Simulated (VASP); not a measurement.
# Zn12H (a cell with a defect) in VASP: a series of runs

Runs on Zn12H (a cell with a defect). Level: PBE. Tasks: single point.

Program: VASP 6.6.1. These are calculated values, not measurements. Logs are shortened: lines on timing, memory, paths and dates and some standing lists are left out, and cuts for length are marked.

### Step 1. The cell of the first run

The cell holds a defect, 13 atoms: a = 5.320 Å, b = 7.980 Å, c = 4.937 Å, α = 90.00°, β = 90.00°, γ = 120.00°.

### Step 2. Single point, PBE

INCAR reads:

```
SYSTEM = Zn12H
PREC = Accurate
ENCUT = 520
EDIFF = 1E-6
ISMEAR = 0
SIGMA = 0.15
LREAL = .False.
LASPH = .True.
NELM = 100
ALGO = Normal
ISIF = 2
LWAVE = .False.
LCHARG = .False.
GGA = PE
NBANDS = 84
```

KPOINTS reads:

```
regular mesh
0
Gamma
  4 3 3
  0 0 0
```

POSCAR reads:

```
Zn12H
1.0
    5.3200000000      0.0000000000      0.0000000000
   -3.9900000000      6.9108830000      0.0000000000
    0.0000000000      0.0000000000      4.9369600000
Zn H
12 1
Direct
    0.0050420983     -0.0057711873     -0.0487518635
    0.1753279450      0.2351944028      0.5250593483
    0.0004631410      0.3386185239     -0.0036257130
    0.1622993573      0.5579194439      0.4757385111
   -0.0028496726      0.6665009377     -0.0236981867
    0.1688072466      0.8943437474      0.4579277531
    0.4920453734     -0.0005595522     -0.0169948713
    0.6610937444      0.2284375238      0.5186013255
    0.5026556481      0.3349391098      0.0132370933
    0.6699343365      0.5640340026      0.4805491639
    0.4936524596      0.6612626780     -0.0120333160
    0.6546429867      0.8860390199      0.5167262850
    0.8578503235      0.0856327621      1.2052520174
```

Potentials or basis: VASP PAW PBE potentials, release 64 (Zn, H).

Launch:

```sh
$ cat potpaw_PBE.64/Zn/POTCAR potpaw_PBE.64/H/POTCAR > POTCAR
$ mpirun -np 1 vasp_std > vasp.out
```

OUTCAR:

```text
SYSTEM = Zn12H
   PREC = Accurate
   ENCUT = 520
   EDIFF = 1E-6
   ISMEAR = 0
   LREAL = .False.
   LASPH = .True.
   NELM = 100
   ISIF = 2
   GGA = PE

 ion  position               nearest neighbor table
   1  0.005  0.994  0.951-  13 1.81   7 2.58   5 2.60   2 2.68  12 2.69  11 2.70   9 2.70   7 2.75
                             3 2.77   6 2.83   6 2.89
   2  0.175  0.235  0.525-   8 2.61   4 2.62  10 2.64   1 2.68   8 2.71   6 2.72  12 2.78   3 2.78
                             9 2.84   9 2.94   3 3.02
   3  0.000  0.339  0.996-  11 2.60   5 2.63   9 2.64   9 2.69   7 2.71   1 2.77   2 2.78   4 2.81
                             8 2.83   4 2.98   8 3.02   2 3.02
   4  0.162  0.558  0.476-   2 2.62  12 2.63  10 2.64   8 2.66   6 2.67  10 2.68   3 2.81  11 2.85
                             5 2.89   5 2.90  11 2.95   3 2.98
   5  0.997  0.667  0.976-   1 2.60   3 2.63   9 2.64   7 2.65  11 2.66  11 2.66   6 2.85  10 2.88
                             4 2.89   4 2.90  10 2.91   6 3.00
   6  0.169  0.894  0.458-  12 2.63  10 2.65   8 2.66   4 2.67  12 2.72   2 2.72   7 2.78   1 2.83
                             5 2.85   1 2.89   7 2.99   5 3.00
   7  0.492  0.999  0.983-   1 2.58   5 2.65   9 2.65  11 2.70   3 2.71   1 2.75  12 2.77   6 2.78
                             8 2.79   6 2.99
   8  0.661  0.228  0.519-   2 2.61   4 2.66   6 2.66  10 2.66   2 2.71  12 2.72   7 2.79   3 2.83
                             9 2.85   9 2.89   3 3.02
   9  0.503  0.335  0.013-  11 2.63   3 2.64   5 2.64   7 2.65   3 2.69   1 2.70  10 2.80   2 2.84
                             8 2.85   8 2.89   2 2.94
  10  0.670  0.564  0.481-  12 2.62   2 2.64   4 2.64   6 2.65   8 2.66   4 2.68   9 2.80  11 2.85
                             5 2.88   5 2.91  11 2.91
  11  0.494  0.661  0.988-   3 2.60   9 2.63   5 2.66   5 2.66   1 2.70   7 2.70  12 2.80  10 2.85
                             4 2.85  10 2.91   4 2.95  12 3.04
  12  0.655  0.886  0.517-  10 2.62   4 2.63   6 2.63   1 2.69   8 2.72   6 2.72   7 2.77   2 2.78
                            11 2.80  11 3.04
  13  0.858  0.086  0.205-   1 1.81

  LATTYP: Found a simple monoclinic cell.
 ALAT       =     5.3200000000
 B/A-ratio  =     0.9280000000
 C/A-ratio  =     1.3228757068
 COS(beta)  =    -0.1889822292

  Lattice vectors:

 A1 = (   5.3200000000,   0.0000000000,   0.0000000000)
 A2 = (   0.0000000000,   0.0000000000,   4.9369600000)
 A3 = (  -1.3300000000,  -6.9108830000,   0.0000000000)

Analysis of symmetry for initial positions (statically):
=====================================================================
 Subroutine PRICEL returns:
 Original cell was already a primitive cell.

 Routine SETGRP: Setting up the symmetry group for a
 simple monoclinic supercell.

 Subroutine GETGRP returns: Found  1 space group operations
 (whereof  1 operations were pure point group operations)
 out of a pool of  4 trial point group operations.

The static configuration has the point symmetry C_1 .

Analysis of symmetry for dynamics (positions and initial velocities):
=====================================================================
 Subroutine PRICEL returns:
 Original cell was already a primitive cell.

 Routine SETGRP: Setting up the symmetry group for a
 simple monoclinic supercell.

 Subroutine GETGRP returns: Found  1 space group operations
 (whereof  1 operations were pure point group operations)
 out of a pool of  4 trial point group operations.

The dynamic configuration has the point symmetry C_1 .

 Subroutine INISYM returns: Found  1 space group operations
 (whereof  1 operations are pure point group operations),
 and found     1 'primitive' translations

----------------------------------------------------------------------------------------

                                     Primitive cell

  volume of cell :     181.5118

  direct lattice vectors                    reciprocal lattice vectors
     5.320000000  0.000000000  0.000000000     0.187969925  0.108524482  0.000000000
    -3.990000000  6.910883000  0.000000000     0.000000000  0.144699310  0.000000000
     0.000000000  0.000000000  4.936960000     0.000000000  0.000000000  0.202553798

  length of vectors
     5.320000000  7.980000241  4.936960000     0.217048971  0.144699310  0.202553798

  position of ions in fractional coordinates (direct lattice)
[... 41 lines left out ...]
     0.046992481  0.027131121  0.000000000     0.250000000  0.000000000  0.000000000
     0.000000000  0.048233103  0.000000000     0.000000000  0.333333333  0.000000000
     0.000000000  0.000000000  0.067517933     0.000000000  0.000000000  0.333333333

  Length of vectors
     0.054262243  0.048233103  0.067517933

  Shift w.r.t. Gamma in fractional coordinates (k-lattice)
     0.000000000  0.000000000  0.000000000

 Subroutine IBZKPT returns following result:
 ===========================================

 Found     19 irreducible k-points:

 Following reciprocal coordinates:
            Coordinates               Weight
  0.000000  0.000000  0.000000      1.000000
  0.250000  0.000000  0.000000      2.000000
  0.500000  0.000000  0.000000      1.000000
  0.000000  0.333333  0.000000      2.000000
  0.250000  0.333333  0.000000      2.000000
  0.500000  0.333333  0.000000      2.000000
[... 11 lines left out ...]
 -0.250000  0.333333  0.333333      2.000000
  0.250000 -0.333333  0.333333      2.000000
   k-points           NKPTS =     19   k-points in BZ     NKDIM =     19   number of bands    NBANDS=     84
   number of dos      NEDOS =    301   number of ions     NIONS =     13
   total plane-waves  NPLWV =  96000
   dimension x,y,z NGX =    40 NGY =   60 NGZ =   40
   dimension x,y,z NGXF=    80 NGYF=  120 NGZF=   80
   ions per type =              12   1
   NGX,Y,Z   is equivalent  to a cutoff of  12.50, 12.50, 13.47 a.u.
   NGXF,Y,Z  is equivalent  to a cutoff of  25.00, 25.00, 26.94 a.u.
 SYSTEM =  Zn12H
   PREC   = accura    normal or accurate (medium, high low for compatibility)
   ISTART =      0    job   : 0-new  1-cont  2-samecut
   ICHARG =      2    charge: 1-file 2-atom 10-const
   ISPIN  =      1    spin polarized calculation?
   LNONCOLLINEAR =      F non collinear calculations
   LSORBIT =      F    spin-orbit coupling
   LASPH  =      T    aspherical Exc in radial PAW
   ENCUT  =  520.0 eV  38.22 Ry    6.18 a.u.   9.89 14.84  9.18*2*pi/ulx,y,z
   NELM   =    100;   NELMIN=  2; NELMDL= -5     # of ELM steps
   EDIFF  = 0.1E-05   stopping-criterion for ELM
   LREAL  =      F    real-space projection
   EDIFFG = 0.1E-04   stopping-criterion for IOM
   NSW    =      0    number of steps for IOM
   IBRION =     -1    ionic relax: 0-MD 1-quasi-New 2-CG
   NFREE  =      0    steps in history (QN), initial steepest desc. (CG)
   ISIF   =      2    stress and relaxation
   ISYM   =      2    0-nonsym 1-usesym 2-fastsym
   POTIM  = 0.5000    time-step for ionic-motion
   TEBEG  =    0.0;   TEEND  =   0.0 temperature during run
   PSTRESS=    0.0 pullay stress
   NELECT =     145.0000    total number of electrons
   NUPDOWN=      -1.0000    fix difference up-down
   EMIN   =  10.00;   EMAX   =-10.00  energy-range for DOS
   EFERMI =   0.00;   METHOD = LEGACY
   ISMEAR =     0;   SIGMA  =   0.15  broadening in eV -4-tet -1-fermi 0-gaus
   EFERMI_NEDOS =   21; number of points for ismear=-14 and -15
   IALGO  =     38    algorithm
   IMIX   =      4    mixing-type and parameters
     AMIX     =   0.40;   BMIX     =  1.00
     AMIX_MAG =   1.60;   BMIX_MAG =  1.00
  volume/ion in A,a.u.               =      13.96        94.22
  Fermi-wavevector in a.u.,A,eV,Ry     =   1.519017  2.870525 31.394246  2.307412
  Thomas-Fermi vector in A             =   2.628059
   LORBIT       =      0    0 simple, 1 ext, 2 COOP (PROOUT), +10 PAW based schemes
   GGA     = PE    functional components
   LHFCALC =     F    Hartree Fock is set to
   AEXX    =    0.0000 exact exchange contribution
   IVDW    =     0    specifies the selected vdW correction
   LEPSILON=     F    determine dielectric tensor
   LRPA    =     F    only Hartree local field effects (RPA)
 non-spin polarized calculation
 Gauss-broadening in eV      SIGMA  =   0.15
  energy-cutoff  :      520.00
  volume of cell :      181.51
 maximum number of plane-waves:      4902
   NGX = 19   NGY = 29   NGZ = 19

 number of electron     144.9999996 magnetization

 Free energy of the ion-electron system (eV)
  ---------------------------------------------------
  ext. energy  EPLUGINS =         0.00000000
  ---------------------------------------------------
  free energy    TOTEN  =       -15.55350219 eV

  energy without entropy =      -15.51088532  energy(sigma->0) =      -15.53219376

 E-fermi :   3.3881     XC(G=0): -11.6509

 val. band max:        3.3776560345   @ k =   0.5000   0.0000   0.3333
 cond. band min:       3.3967982660   @ k =   0.2500   0.3333   0.0000
 fundamental gap:      0.0191422315
 Fermi energy:         3.3880792742

 k-point     1 :       0.0000    0.0000    0.0000
  band No.  band energies     occupation
      1      -7.5783      2.00000
      2      -5.6063      2.00000
      3      -5.3831      2.00000
      4      -5.2209      2.00000
      5      -5.1820      2.00000
      6      -5.1360      2.00000
[... 1642 lines left out ...]
     83       8.9761      0.00000
     84       9.1830      0.00000

------------------------ aborting loop because EDIFF is reached ----------------------------------------

  FORCE on cell =-STRESS in cart. coord.  units (eV):
  Direction    XX          YY          ZZ          XY          YZ          ZX
  --------------------------------------------------------------------------------------
  -------------------------------------------------------------------------------------
  Total        4.9184742      1.0630143      3.1794985     -0.1932881      0.2857484     -0.0493997
  in kB       43.4146391      9.3830691     28.0649598     -1.7061250      2.5222585     -0.4360437
  external PRESSURE =      26.9542227 kB  Pullay stress =       0.0000000 kB

 VOLUME and BASIS-vectors are now :
 -----------------------------------------------------------------------------
  energy-cutoff  :      520.00
  volume of cell :      181.51
      direct lattice vectors                 reciprocal lattice vectors
     5.320000000  0.000000000  0.000000000     0.187969925  0.108524482  0.000000000
    -3.990000000  6.910883000  0.000000000     0.000000000  0.144699310  0.000000000
     0.000000000  0.000000000  4.936960000     0.000000000  0.000000000  0.202553798

 POSITION                                       TOTAL-FORCE (eV/Angst)
 -----------------------------------------------------------------------------------
     -3.94015      6.87100      4.69627         0.020761      0.000833     -0.008229
     -0.00568      1.62540      2.59220         0.003016     -0.000630     -0.006653
     -1.34862      2.34015      4.91906         0.001525      0.021976     -0.003588
     -1.36267      3.85572      2.34870         0.003265     -0.000797     -0.000388
      2.64550      4.60611      4.81996        -0.000795      0.001684      0.001654
     -2.67038      6.18071      2.26077        -0.004231     -0.001511      0.014293
     -1.37009      6.90702      4.85306        -0.011960     -0.007666     -0.007551
      2.60555      1.57870      2.56031        -0.001438      0.007022     -0.012104
      1.33772      2.31472      0.06535        -0.000146     -0.008674      0.008130
      1.31355      3.89797      2.37245        -0.000338     -0.000287      0.002303
     -0.01221      4.56991      4.87755         0.001124      0.000426      0.001613
     -0.05260      6.12331      2.55106         0.012654      0.012708     -0.026570
      4.22209      0.59180      1.01332        -0.023437     -0.025085      0.037089
 -----------------------------------------------------------------------------------
    total drift:                               -0.000048      0.001527      0.000512

  FREE ENERGIE OF THE ION-ELECTRON SYSTEM (eV)
  ---------------------------------------------------
  free  energy   TOTEN  =       -15.5535021948 eV

  energy  without entropy=      -15.5108853165  energy(sigma->0) =      -15.53219376
```

Run time: 3 min. Hardware: 1 thread of Intel Xeon 6975P-C (Granite Rapids), shared host; peak memory 0.4 GiB.

What came out:

```
Free energy   : -15.5535 eV
Pressure      : 2.7 GPa
Largest force : 0.051 eV/Å
```

Forces in eV/Å, atoms in the order of the input:
```
Zn   0.021  0.001 -0.008
Zn   0.003 -0.001 -0.007
Zn   0.002  0.022 -0.004
Zn   0.003 -0.001  0.000
Zn  -0.001  0.002  0.002
Zn  -0.004 -0.002  0.014
Zn  -0.012 -0.008 -0.008
Zn  -0.001  0.007 -0.012
Zn   0.000 -0.009  0.008
Zn   0.000  0.000  0.002
Zn   0.001  0.000  0.002
Zn   0.013  0.013 -0.027
H   -0.023 -0.025  0.037
```

Caveat: the k points lie up to 0.42 Å⁻¹ apart.

### Step 3. Single point, PBE

INCAR reads:

```
SYSTEM = Zn12H
ALGO = Normal
EDIFF = 1E-7
ENCUT = 520
GGA = PE
ISIF = 2
ISMEAR = 0
LASPH = .TRUE.
LCHARG = .FALSE.
LREAL = .FALSE.
LWAVE = .FALSE.
NBANDS = 84
NELM = 80
PREC = Accurate
SIGMA = 0.15
```

KPOINTS reads:

```
k-points
0
G
  4 3 3
  0 0 0
```

POSCAR reads:

```
Zn12H
1.0
    5.3200000000      0.0000000000      0.0000000000
   -3.9900000000      6.9108830000      0.0000000000
    0.0000000000      0.0000000000      4.9369600000
Zn H
12 1
Direct
   -0.0106587687      0.0082223936     -0.0333421782
    0.1736532780      0.2506600097      0.5175330568
   -0.0137919202      0.3428127780     -0.0059943771
    0.1483438890      0.5589958620      0.4840677259
   -0.0126885431      0.6741543736     -0.0176880104
    0.1645432090      0.8902568601      0.4911212568
    0.4876060467      0.0093594408     -0.0027213103
    0.6560595020      0.2298262031      0.4836087390
    0.4910462404      0.3441466163     -0.0078465290
    0.6610632338      0.5661324320      0.4760127690
    0.4832421013      0.6716102704     -0.0043709084
    0.6318495131      0.8850582480      0.5231302259
    0.9830888816      0.0148147494      1.3483301465
```

Potentials or basis: VASP PAW PBE potentials, release 64 (Zn, H).

Launch:

```sh
$ cat potpaw_PBE.64/Zn/POTCAR potpaw_PBE.64/H/POTCAR > POTCAR
$ mpirun -np 1 vasp_std > vasp.out
```

Run time: 3.1 min. Hardware: 1 thread of Intel Xeon 6975P-C (Granite Rapids), shared host; peak memory 0.4 GiB.

The run converged. Its results:

```
Free energy   : -15.7038 eV
Pressure      : 3.0 GPa
Largest force : 0.011 eV/Å
```

Forces in eV/Å, atoms in the order of the input:
```
Zn   0.003  0.001 -0.004
Zn   0.005  0.001  0.001
Zn  -0.004 -0.001  0.000
Zn   0.002 -0.001  0.000
Zn  -0.001  0.004  0.005
Zn   0.008  0.000  0.005
Zn  -0.006  0.003  0.002
Zn   0.000 -0.003  0.000
Zn   0.000 -0.004 -0.001
Zn   0.003 -0.005  0.003
Zn  -0.003  0.005  0.001
Zn  -0.006 -0.001 -0.001
H    0.000  0.001 -0.011
```

Stress tensor (GPa, compression positive):
```
 4.49 -0.92  0.27
-0.92  1.65 -0.11
 0.27 -0.11  2.87
```

Levels at points of the mesh, in eV from the Fermi level:
```
           k point  band 68  band 69  band 70  band 71  band 72  band 73  band 74  band 75  band 76  band 77
(0.00, 0.00, 0.00)    -3.17    -2.61    -1.34    -0.98    -0.44     0.08     0.27     0.38     1.55     1.65
(0.50, 0.00, 0.00)    -2.07    -1.88    -1.51    -1.41    -1.39    -0.74    -0.56    -0.15    -0.05     2.17
```

Caveat: the k points lie up to 0.42 Å⁻¹ apart.
